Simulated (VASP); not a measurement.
# Li3Y2P3 (Pm-3m) in VASP: further runs

Runs on Li3Y2P3. Level: PBE. Tasks: single point, relaxation of cell and atoms.

Program: VASP 6.6.1. These are calculated values, not measurements. Logs are shortened: lines on timing, memory, paths and dates and some standing lists are left out, and cuts for length are marked.

### 1 The cell of the first run

It takes space group Pm-3m (No. 221, cubic). The conventional cell has a = 5.440 Å, b = 5.440 Å, c = 5.440 Å, α = 90.00°, β = 90.00°, γ = 90.00°. Within 3.6 Å of Li (site symmetry 4/mmm) lie 2 Y at 2.72 Å and 4 P at 2.72 Å. Y (site symmetry m-3m) has 6 Li at 2.72 Å within 3.6 Å. Y (site symmetry m-3m) has 6 P at 2.72 Å within 3.6 Å. Within 3.6 Å of P (site symmetry 4/mmm) lie 4 Li at 2.72 Å and 2 Y at 2.72 Å.

The cell was built from a structure type or drawn by symmetry, and may not be a known phase.

### 2 Single point, PBE

INCAR

```
PREC     = Accurate       # precision mode
ENCUT    = 520            # plane-wave cutoff, eV
EDIFF    = 1E-6           # SCF threshold, eV
ISMEAR   = 0              # smearing method
SIGMA    = 0.1            # smearing width, eV
LREAL    = False          # projectors in reciprocal space
LASPH    = True           # aspherical terms in the spheres
NELM     = 100            # most SCF steps
ALGO     = Normal         # electronic algorithm
ISIF     = 2              # what is computed and relaxed
LWAVE    = False          # write WAVECAR
LCHARG   = False          # write CHGCAR
GGA      = PE             # functional
NBANDS   = 33             # bands
```

KPOINTS

```
regular mesh
0
Gamma
  8 8 8
```

POSCAR

```
Li3Y2P3
1.0
    5.4397927882      0.0000000000      0.0000000000
    0.0000000000      5.4397927882      0.0000000000
    0.0000000000      0.0000000000      5.4397927882
Li Y P
3 2 3
Direct
    0.5000000000      0.0000000000      0.0000000000
    0.0000000000      0.5000000000      0.0000000000
    0.0000000000      0.0000000000      0.5000000000
    0.0000000000      0.0000000000      0.0000000000
    0.5000000000      0.5000000000      0.5000000000
    0.0000000000      0.5000000000      0.5000000000
    0.5000000000      0.0000000000      0.5000000000
    0.5000000000      0.5000000000      0.0000000000
```

Potentials or basis: VASP PAW PBE potentials, release 64 (Li_sv, Y_sv, P).

The run is started by

```bash
$ cat potpaw_PBE.64/Li_sv/POTCAR potpaw_PBE.64/Y_sv/POTCAR potpaw_PBE.64/P/POTCAR > POTCAR
$ mpirun -np 1 vasp_std > vasp.out
```

OUTCAR:

```text
PREC = Accurate
   ENCUT = 520
   EDIFF = 1E-6
   ISMEAR = 0
   LREAL = False
   LASPH = True
   NELM = 100
   ISIF = 2
   GGA = PE

 ion  position               nearest neighbor table
   1  0.500  0.000  0.000-   4 2.72   7 2.72   8 2.72   7 2.72   8 2.72   4 2.72
   2  0.000  0.500  0.000-   4 2.72   6 2.72   8 2.72   6 2.72   4 2.72   8 2.72
   3  0.000  0.000  0.500-   4 2.72   6 2.72   7 2.72   4 2.72   6 2.72   7 2.72
   4  0.000  0.000  0.000-   1 2.72   2 2.72   3 2.72   3 2.72   2 2.72   1 2.72
   5  0.500  0.500  0.500-   6 2.72   7 2.72   8 2.72   8 2.72   7 2.72   6 2.72
   6  0.000  0.500  0.500-   2 2.72   3 2.72   5 2.72   2 2.72   3 2.72   5 2.72
   7  0.500  0.000  0.500-   1 2.72   3 2.72   5 2.72   1 2.72   5 2.72   3 2.72
   8  0.500  0.500  0.000-   1 2.72   2 2.72   5 2.72   5 2.72   1 2.72   2 2.72

  LATTYP: Found a simple cubic cell.
 ALAT       =     5.4397927882

  Lattice vectors:

 A1 = (   5.4397927882,   0.0000000000,   0.0000000000)
 A2 = (   0.0000000000,   5.4397927882,   0.0000000000)
 A3 = (   0.0000000000,   0.0000000000,   5.4397927882)

Analysis of symmetry for initial positions (statically):
=====================================================================
 Subroutine PRICEL returns:
 Original cell was already a primitive cell.

 Routine SETGRP: Setting up the symmetry group for a
 simple cubic supercell.

 Subroutine GETGRP returns: Found 48 space group operations
 (whereof 48 operations were pure point group operations)
 out of a pool of 48 trial point group operations.

The static configuration has the point symmetry O_h .

Analysis of symmetry for dynamics (positions and initial velocities):
=====================================================================
 Subroutine PRICEL returns:
 Original cell was already a primitive cell.

 Routine SETGRP: Setting up the symmetry group for a
 simple cubic supercell.

 Subroutine GETGRP returns: Found 48 space group operations
 (whereof 48 operations were pure point group operations)
 out of a pool of 48 trial point group operations.

The dynamic configuration has the point symmetry O_h .

 Subroutine INISYM returns: Found 48 space group operations
 (whereof 48 operations are pure point group operations),
 and found     1 'primitive' translations

----------------------------------------------------------------------------------------

                                     Primitive cell

  volume of cell :     160.9708
[... 100 lines left out ...]
   NELM   =    100;   NELMIN=  2; NELMDL= -5     # of ELM steps
   EDIFF  = 0.1E-05   stopping-criterion for ELM
   LREAL  =      F    real-space projection
[... 7 lines left out ...]
   TEBEG  =    0.0;   TEEND  =   0.0 temperature during run
   PSTRESS=    0.0 pullay stress
   NELECT =      46.0000    total number of electrons
   NUPDOWN=      -1.0000    fix difference up-down
   EMIN   =  10.00;   EMAX   =-10.00  energy-range for DOS
   EFERMI =   0.00;   METHOD = LEGACY
   ISMEAR =     0;   SIGMA  =   0.10  broadening in eV -4-tet -1-fermi 0-gaus
   EFERMI_NEDOS =   21; number of points for ismear=-14 and -15
   IALGO  =     38    algorithm
   IMIX   =      4    mixing-type and parameters
     AMIX     =   0.40;   BMIX     =  1.00
     AMIX_MAG =   1.60;   BMIX_MAG =  1.00
  volume/ion in A,a.u.               =      20.12       135.79
  Fermi-wavevector in a.u.,A,eV,Ry     =   1.078314  2.037717 15.820313  1.162760
  Thomas-Fermi vector in A             =   2.214249
   LORBIT       =      0    0 simple, 1 ext, 2 COOP (PROOUT), +10 PAW based schemes
   GGA     = PE    functional components
   LHFCALC =     F    Hartree Fock is set to
   AEXX    =    0.0000 exact exchange contribution
   IVDW    =     0    specifies the selected vdW correction
   LEPSILON=     F    determine dielectric tensor
   LRPA    =     F    only Hartree local field effects (RPA)
 non-spin polarized calculation
 Gauss-broadening in eV      SIGMA  =   0.10
  energy-cutoff  :      520.00
  volume of cell :      160.97
 maximum number of plane-waves:      4385
   NGX = 21   NGY = 21   NGZ = 21

 number of electron      46.0000006 magnetization

 Free energy of the ion-electron system (eV)
  ---------------------------------------------------
  ext. energy  EPLUGINS =         0.00000000
  ---------------------------------------------------
  free energy    TOTEN  =       -36.44251186 eV

  energy without entropy =      -36.42147245  energy(sigma->0) =      -36.43199216

 E-fermi :   3.6452     XC(G=0):  -9.3009

 val. band max:        3.6441586641   @ k =   0.1250   0.1250   0.1250
 cond. band min:       3.6517372337   @ k =   0.5000   0.3750   0.3750
 fundamental gap:      0.0075785696
 Fermi energy:         3.6452083076

 k-point     1 :       0.0000    0.0000    0.0000
  band No.  band energies     occupation
      1     -42.7503      2.00000
      2     -42.7459      2.00000
      3     -42.7459      2.00000
      4     -40.7158      2.00000
      5     -37.8158      2.00000
      6     -20.6870      2.00000
[... 853 lines left out ...]
     32       7.7422      0.00000
     33       8.2351      0.00000

 [... further k-points ...]

------------------------ aborting loop because EDIFF is reached ----------------------------------------

  FORCE on cell =-STRESS in cart. coord.  units (eV):
  Direction    XX          YY          ZZ          XY          YZ          ZX
  --------------------------------------------------------------------------------------
  -------------------------------------------------------------------------------------
  Total       -0.0429657     -0.0429657     -0.0429657     -0.0000000      0.0000000      0.0000000
  in kB       -0.4276472     -0.4276472     -0.4276472     -0.0000000      0.0000000      0.0000000
  external PRESSURE =      -0.4276472 kB  Pullay stress =       0.0000000 kB

 VOLUME and BASIS-vectors are now :
 -----------------------------------------------------------------------------
  energy-cutoff  :      520.00
  volume of cell :      160.97
      direct lattice vectors                 reciprocal lattice vectors
     5.439792788  0.000000000  0.000000000     0.183830532  0.000000000  0.000000000
     0.000000000  5.439792788  0.000000000     0.000000000  0.183830532  0.000000000
     0.000000000  0.000000000  5.439792788     0.000000000  0.000000000  0.183830532

 POSITION                                       TOTAL-FORCE (eV/Angst)
 -----------------------------------------------------------------------------------
      2.71990      0.00000      0.00000         0.000000      0.000000      0.000000
      0.00000      2.71990      0.00000         0.000000      0.000000      0.000000
      0.00000      0.00000      2.71990         0.000000      0.000000      0.000000
      0.00000      0.00000      0.00000         0.000000      0.000000      0.000000
      2.71990      2.71990      2.71990         0.000000      0.000000      0.000000
      0.00000      2.71990      2.71990         0.000000      0.000000      0.000000
      2.71990      0.00000      2.71990         0.000000      0.000000      0.000000
      2.71990      2.71990      0.00000         0.000000      0.000000      0.000000
 -----------------------------------------------------------------------------------
    total drift:                                0.000000      0.000000     -0.000000

  FREE ENERGIE OF THE ION-ELECTRON SYSTEM (eV)
  ---------------------------------------------------
  free  energy   TOTEN  =       -36.4425118646 eV

  energy  without entropy=      -36.4214724469  energy(sigma->0) =      -36.43199216
```

stdout:

```text
POSCAR found type information on POSCAR LiY P
 POSCAR found :  3 types and       8 ions
 scaLAPACK will be used
 LDA part: xc-table for (Slater+PW92), standard interpolation
 POSCAR, INCAR and KPOINTS ok, starting setup
 FFT: planning ... GRIDC
 FFT: planning ... GRID_SOFT
 FFT: planning ... GRID
 WAVECAR not read
 entering main loop
```

Wall time 90 s (1 thread of Intel Xeon 6975P-C (Granite Rapids), shared host); peak memory 0.35 GiB.

What came out:

```
Free energy            : -36.4425 eV
Band gap on the k mesh : zero (bands 23 and 24 overlap by 0.62 eV)
```

Caveat: the cutoff is under 1.25 times the usual one of these potentials, so pressure, stress and relaxed cells hold a basis-set (Pulay) error.

[end of part 1 of 2]
